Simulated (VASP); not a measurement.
# RbSb4F13 (I4/m) in VASP: single point with PBE

Aim: the single point of RbSb4F13 with PBE.

Program: VASP 6.6.1. These are calculated values, not measurements. Logs are shortened: lines on timing, memory, paths and dates and some standing lists are left out, and cuts for length are marked.

## 1. The cell of the first run

Symmetry: I4/m, No. 87, tetragonal system. Conventional cell: a = 9.635 Å, b = 9.635 Å, c = 6.563 Å, α = 90.00°, β = 90.00°, γ = 90.00°. Within 3.8 Å of Rb (site symmetry 4/m) lie 14 F at 2.92 to 3.68 Å. Sb (site symmetry m) has 3 F at 1.97 to 2.00 Å within 2.6 Å. Within 3.5 Å of F (site symmetry 4/m) lie 4 Sb at 2.67 Å and 8 F at 2.71 Å and 2 Rb at 3.28 Å. Within 2.6 Å of F (site symmetry m) lie 1 Sb at 2.00 Å. Within 2.6 Å of F (site symmetry 1) lie 1 Sb at 1.97 Å.

## 2. Single point, PBE

Contents of INCAR:

```
SYSTEM = RbSb4F13
ALGO = Normal
EDIFF = 1E-6
ENCUT = 520
GGA = PE
ISIF = 2
ISMEAR = -1
LASPH = .TRUE.
LCHARG = .FALSE.
LREAL = Auto
LWAVE = .FALSE.
NBANDS = 75
NELM = 100
PREC = Accurate
SIGMA = 0.02
```

Contents of KPOINTS:

```
k-points
0
G
  4 4 4
  0 0 0
```

Contents of POSCAR:

```
RbSb4F13
1.0
   -4.8175000000      4.8175000000      3.2815000000
    4.8175000000     -4.8175000000      3.2815000000
    4.8175000000      4.8175000000     -3.2815000000
Rb Sb F
1 4 13
Direct
    0.5000000000      0.5000000000      0.0000000000
    0.0063141333      0.2771267468      0.2834408801
    0.2771267468      0.9936858667      0.2708126135
    0.9936858667      0.7228732532      0.7165591199
    0.7228732532      0.0063141333      0.7291873865
    0.0000000000      0.0000000000      0.0000000000
    0.5614392778      0.8765557881      0.4379950659
    0.8765557881      0.4385607222      0.3151165103
    0.4385607222      0.1234442119      0.5620049341
    0.1234442119      0.5614392778      0.6848834897
    0.4301501418      0.3345581499      0.3207676869
    0.3345581499      0.0137904630      0.9044080081
    0.0137904630      0.1093824549      0.6792323131
    0.1093824549      0.4301501418      0.0955919919
    0.5698498582      0.6654418501      0.6792323131
    0.6654418501      0.9862095370      0.0955919919
    0.9862095370      0.8906175451      0.3207676869
    0.8906175451      0.5698498582      0.9044080081
```

Potentials or basis: VASP PAW PBE potentials, release 64 (Rb_sv, Sb, F).

The run is started by

```console
cat potpaw_PBE.64/Rb_sv/POTCAR potpaw_PBE.64/Sb/POTCAR potpaw_PBE.64/F/POTCAR > POTCAR
mpirun -np 1 vasp_std > vasp.out
```

OUTCAR:

```text
SYSTEM = RbSb4F13
   EDIFF = 1E-6
   ENCUT = 520
   GGA = PE
   ISIF = 2
   ISMEAR = -1
   LASPH = .TRUE.
   LREAL = Auto
   NELM = 100
   PREC = Accurate

 ion  position               nearest neighbor table
   1  0.500  0.500  0.000-  13 2.92  14 2.92  17 2.92  18 2.92  11 2.92  15 2.92  12 2.92  16 2.92
                             6 3.28   6 3.28   9 3.68   7 3.68  10 3.68   8 3.68   4 4.23   2 4.23
   2  0.006  0.277  0.283-  16 1.97  14 1.97   8 2.00   6 2.67   3 3.78   5 3.78   1 4.23   1 4.23

   3  0.277  0.994  0.271-  11 1.97  17 1.97   9 2.00   6 2.67   2 3.78   4 3.78   1 4.23   1 4.23

   4  0.994  0.723  0.717-  12 1.97  18 1.97  10 2.00   6 2.67   3 3.78   5 3.78   1 4.23   1 4.23

   5  0.723  0.006  0.729-  13 1.97  15 1.97   7 2.00   6 2.67   2 3.78   4 3.78   1 4.23   1 4.23

   6  0.000  0.000  0.000-   2 2.67   3 2.67   4 2.67   5 2.67   1 3.28   1 3.28
   7  0.561  0.877  0.438-   5 2.00   1 3.68
   8  0.877  0.439  0.315-   2 2.00   1 3.68
   9  0.439  0.123  0.562-   3 2.00   1 3.68
  10  0.123  0.561  0.685-   4 2.00   1 3.68
  11  0.430  0.335  0.321-   3 1.97   1 2.92
  12  0.335  0.014  0.904-   4 1.97   1 2.92
  13  0.014  0.109  0.679-   5 1.97   1 2.92
  14  0.109  0.430  0.096-   2 1.97   1 2.92
  15  0.570  0.665  0.679-   5 1.97   1 2.92
  16  0.665  0.986  0.096-   2 1.97   1 2.92
  17  0.986  0.891  0.321-   3 1.97   1 2.92
  18  0.891  0.570  0.904-   4 1.97   1 2.92

  LATTYP: Found a body centered tetragonal cell.
 ALAT       =     9.6350000000
 C/A-ratio  =     0.6811624286

  Lattice vectors:

 A1 = (  -4.8175000000,   4.8175000000,   3.2815000000)
 A2 = (   4.8175000000,  -4.8175000000,   3.2815000000)
 A3 = (   4.8175000000,   4.8175000000,  -3.2815000000)

Analysis of symmetry for initial positions (statically):
=====================================================================
 Subroutine PRICEL returns:
 Original cell was already a primitive cell.

 Routine SETGRP: Setting up the symmetry group for a
 body centered tetragonal supercell.

 Subroutine GETGRP returns: Found  8 space group operations
 (whereof  8 operations were pure point group operations)
 out of a pool of 16 trial point group operations.

The static configuration has the point symmetry C_4h.

Analysis of symmetry for dynamics (positions and initial velocities):
=====================================================================
 Subroutine PRICEL returns:
 Original cell was already a primitive cell.

 Routine SETGRP: Setting up the symmetry group for a
 body centered tetragonal supercell.

 Subroutine GETGRP returns: Found  8 space group operations
 (whereof  8 operations were pure point group operations)
 out of a pool of 16 trial point group operations.

The dynamic configuration has the point symmetry C_4h.

 Subroutine INISYM returns: Found  8 space group operations
 (whereof  8 operations are pure point group operations),
 and found     1 'primitive' translations

----------------------------------------------------------------------------------------

                                     Primitive cell

  volume of cell :     304.6322

  direct lattice vectors                    reciprocal lattice vectors
    -4.817500000  4.817500000  3.281500000     0.000000000  0.103788272  0.152369343
     4.817500000 -4.817500000  3.281500000     0.103788272  0.000000000  0.152369343
     4.817500000  4.817500000 -3.281500000     0.103788272  0.103788272  0.000000000

  length of vectors
     7.562066831  7.562066831  7.562066831     0.184359492  0.184359492  0.146778782

  position of ions in fractional coordinates (direct lattice)
     0.500000000  0.500000000  0.000000000
     0.006314133  0.277126747  0.283440880
     0.277126747  0.993685867  0.270812613
     0.993685867  0.722873253  0.716559120
     0.722873253  0.006314133  0.729187387
     0.000000000  0.000000000  0.000000000
[... 10 lines left out ...]
     0.986209537  0.890617545  0.320767687
     0.890617545  0.569849858  0.904408008

  ion indices of the primitive-cell ions
   primitive index   ion index
                 1           1
                 2           2
                 3           3
                 4           4
                 5           5
                 6           6
[... 10 lines left out ...]
                17          17
                18          18

----------------------------------------------------------------------------------------

 KPOINTS: k-points

Automatic generation of k-mesh.
 Grid dimensions read from file:
 generate k-points for:    4    4    4

 Generating k-lattice:

  Cartesian coordinates                     Fractional coordinates (reciprocal lattice)
     0.000000000  0.025947068  0.038092336     0.250000000  0.000000000  0.000000000
     0.025947068  0.000000000  0.038092336     0.000000000  0.250000000  0.000000000
     0.025947068  0.025947068  0.000000000     0.000000000  0.000000000  0.250000000

  Length of vectors
     0.046089873  0.046089873  0.036694695

  Shift w.r.t. Gamma in fractional coordinates (k-lattice)
     0.000000000  0.000000000  0.000000000

 Subroutine IBZKPT returns following result:
 ===========================================

 Found     14 irreducible k-points:

 Following reciprocal coordinates:
            Coordinates               Weight
  0.000000  0.000000  0.000000      1.000000
  0.250000 -0.000000  0.000000      8.000000
  0.500000 -0.000000  0.000000      4.000000
  0.250000  0.250000  0.000000      8.000000
  0.500000  0.250000  0.000000      8.000000
 -0.250000  0.500000  0.000000      8.000000
 -0.250000  0.250000  0.000000      4.000000
  0.500000  0.500000  0.000000      2.000000
  0.250000  0.250000  0.250000      2.000000
 -0.250000  0.250000  0.250000      4.000000
  0.500000  0.500000  0.250000      4.000000
 -0.250000  0.500000  0.250000      8.000000
 -0.250000 -0.250000  0.250000      2.000000
  0.500000  0.500000  0.500000      1.000000
   k-points           NKPTS =     14   k-points in BZ     NKDIM =     14   number of bands    NBANDS=     75
   number of dos      NEDOS =    301   number of ions     NIONS =     18
   total plane-waves  NPLWV = 175616
   dimension x,y,z NGX =    56 NGY =   56 NGZ =   56
   dimension x,y,z NGXF=   112 NGYF=  112 NGZF=  112
   ions per type =               1   4  13
   NGX,Y,Z   is equivalent  to a cutoff of  12.31, 12.31, 12.31 a.u.
   NGXF,Y,Z  is equivalent  to a cutoff of  24.62, 24.62, 24.62 a.u.
 SYSTEM =  RbSb4F13
   PREC   = accura    normal or accurate (medium, high low for compatibility)
   ISTART =      0    job   : 0-new  1-cont  2-samecut
   ICHARG =      2    charge: 1-file 2-atom 10-const
   ISPIN  =      1    spin polarized calculation?
   LNONCOLLINEAR =      F non collinear calculations
   LSORBIT =      F    spin-orbit coupling
   LASPH  =      T    aspherical Exc in radial PAW
   ENCUT  =  520.0 eV  38.22 Ry    6.18 a.u.  14.06 14.06 14.06*2*pi/ulx,y,z
   NELM   =    100;   NELMIN=  2; NELMDL= -5     # of ELM steps
   EDIFF  = 0.1E-05   stopping-criterion for ELM
   LREAL  =      T    real-space projection
   EDIFFG = 0.1E-04   stopping-criterion for IOM
   NSW    =      0    number of steps for IOM
   IBRION =     -1    ionic relax: 0-MD 1-quasi-New 2-CG
   NFREE  =      0    steps in history (QN), initial steepest desc. (CG)
   ISIF   =      2    stress and relaxation
   ISYM   =      2    0-nonsym 1-usesym 2-fastsym
   POTIM  = 0.5000    time-step for ionic-motion
   TEBEG  =    0.0;   TEEND  =   0.0 temperature during run
   PSTRESS=    0.0 pullay stress
   NELECT =     120.0000    total number of electrons
   NUPDOWN=      -1.0000    fix difference up-down
   EMIN   =  10.00;   EMAX   =-10.00  energy-range for DOS
   EFERMI =   0.00;   METHOD = LEGACY
   ISMEAR =    -1;   SIGMA  =   0.02  broadening in eV -4-tet -1-fermi 0-gaus
   EFERMI_NEDOS =   21; number of points for ismear=-14 and -15
   IALGO  =     38    algorithm
   IMIX   =      4    mixing-type and parameters
     AMIX     =   0.40;   BMIX     =  1.00
     AMIX_MAG =   1.60;   BMIX_MAG =  1.00
  volume/ion in A,a.u.               =      16.92       114.21
  Fermi-wavevector in a.u.,A,eV,Ry     =   1.200079  2.267821 19.594981  1.440190
  Thomas-Fermi vector in A             =   2.335925
   LORBIT       =      0    0 simple, 1 ext, 2 COOP (PROOUT), +10 PAW based schemes
   GGA     = PE    functional components
   LHFCALC =     F    Hartree Fock is set to
   AEXX    =    0.0000 exact exchange contribution
   IVDW    =     0    specifies the selected vdW correction
   LEPSILON=     F    determine dielectric tensor
   LRPA    =     F    only Hartree local field effects (RPA)
 non-spin polarized calculation
  energy-cutoff  :      520.00
  volume of cell :      304.63
 maximum number of plane-waves:      8220
   NGX = 29   NGY = 29   NGZ = 29

 number of electron     119.9999958 magnetization

 Free energy of the ion-electron system (eV)
  ---------------------------------------------------
  ext. energy  EPLUGINS =         0.00000000
  ---------------------------------------------------
  free energy    TOTEN  =       -83.45853758 eV

  energy without entropy =      -83.45853758  energy(sigma->0) =      -83.45853758

 E-fermi :   0.4964     XC(G=0):  -8.8514

 val. band max:        0.0318491674   @ k =   0.2500   0.2500   0.2500
 cond. band min:       4.7590745695   @ k =  -0.2500  -0.2500   0.2500
 fundamental gap:      4.7272254021
 Fermi energy:         0.4964024299

 k-point     1 :       0.0000    0.0000    0.0000
  band No.  band energies     occupation
      1     -22.7500      2.00000
      2     -21.7217      2.00000
      3     -21.5411      2.00000
      4     -21.5100      2.00000
      5     -21.5100      2.00000
      6     -21.1436      2.00000
[... 64 lines left out ...]
     71       7.4746      0.00000
     72       8.1353      0.00000

 k-point     2 :       0.2500   -0.0000    0.0000
  band No.  band energies     occupation
      1     -22.7452      2.00000
      2     -21.7019      2.00000
      3     -21.5560      2.00000
      4     -21.5294      2.00000
      5     -21.5113      2.00000
      6     -21.1431      2.00000
[... 892 lines left out ...]
 k-point    14 :       0.5000    0.5000    0.5000
  band No.  band energies     occupation
      1     -22.7461      2.00000
      2     -21.5953      2.00000
      3     -21.5953      2.00000
      4     -21.5677      2.00000
      5     -21.5589      2.00000
      6     -21.1956      2.00000
[... 64 lines left out ...]
     71       7.3021      0.00000
     72       7.9342      0.00000
 [bands above 72 left out]

------------------------ aborting loop because EDIFF is reached ----------------------------------------

  FORCE on cell =-STRESS in cart. coord.  units (eV):
  Direction    XX          YY          ZZ          XY          YZ          ZX
  --------------------------------------------------------------------------------------
  -------------------------------------------------------------------------------------
  Total        2.8914675      2.8914675      0.9924101      0.0000002     -0.0000000      0.0000000
  in kB       15.2073328     15.2073328      5.2194639      0.0000013     -0.0000000      0.0000000
  external PRESSURE =      11.8780431 kB  Pullay stress =       0.0000000 kB

 VOLUME and BASIS-vectors are now :
 -----------------------------------------------------------------------------
  energy-cutoff  :      520.00
  volume of cell :      304.63
      direct lattice vectors                 reciprocal lattice vectors
    -4.817500000  4.817500000  3.281500000     0.000000000  0.103788272  0.152369343
     4.817500000 -4.817500000  3.281500000     0.103788272  0.000000000  0.152369343
     4.817500000  4.817500000 -3.281500000     0.103788272  0.103788272  0.000000000

 POSITION                                       TOTAL-FORCE (eV/Angst)
 -----------------------------------------------------------------------------------
      0.00000      0.00000      3.28150         0.000000     -0.000000     -0.000000
      2.67012      0.06084      0.00000         0.003370     -0.013558     -0.000000
      4.75666     -2.14738      3.28150         0.013558      0.003370     -0.000000
      2.14738      4.75666      3.28150        -0.003370      0.013558     -0.000000
      0.06084      6.96488      0.00000        -0.013558     -0.003370     -0.000000
      0.00000      0.00000      0.00000         0.000000     -0.000000     -0.000000
[... 10 lines left out ...]
      1.08478      2.00581      5.10621        -0.000765      0.000271      0.020592
      2.81169      5.90228      1.82471        -0.000271     -0.000765      0.020592
 -----------------------------------------------------------------------------------
    total drift:                               -0.000000     -0.000000      0.000000

  FREE ENERGIE OF THE ION-ELECTRON SYSTEM (eV)
  ---------------------------------------------------
  free  energy   TOTEN  =       -83.4585375793 eV

  energy  without entropy=      -83.4585375792  energy(sigma->0) =      -83.45853758
```

Run time: 7.2 min. Hardware: 1 thread of Intel Xeon Platinum 8488C (Sapphire Rapids), shared host; peak memory 0.53 GiB.

What came out:

| Item | Value |
| --- | --- |
| Free energy | -83.4585 eV |
| Pressure | 1.2 GPa |
| Largest force | 0.039 eV/Å |
| Band gap on the k mesh | 4.73 eV, indirect (least direct gap 4.77 eV) |

Forces in eV/Å, atoms in the order of the input:
```
Rb   0.000  0.000  0.000
Sb   0.003 -0.014  0.000
Sb   0.014  0.003  0.000
Sb  -0.003  0.014  0.000
Sb  -0.014 -0.003  0.000
F    0.000  0.000  0.000
F    0.029  0.027  0.000
F   -0.027  0.029  0.000
F   -0.029 -0.027  0.000
F    0.027 -0.029  0.000
F   -0.001  0.000 -0.021
F    0.000 -0.001 -0.021
F    0.001  0.000 -0.021
F    0.000  0.001 -0.021
F    0.001  0.000  0.021
F    0.000  0.001  0.021
F   -0.001  0.000  0.021
F    0.000 -0.001  0.021
```

Caveat: spin-orbit coupling is left out, which moves the levels of the heavy elements. A k mesh can miss the band edges.
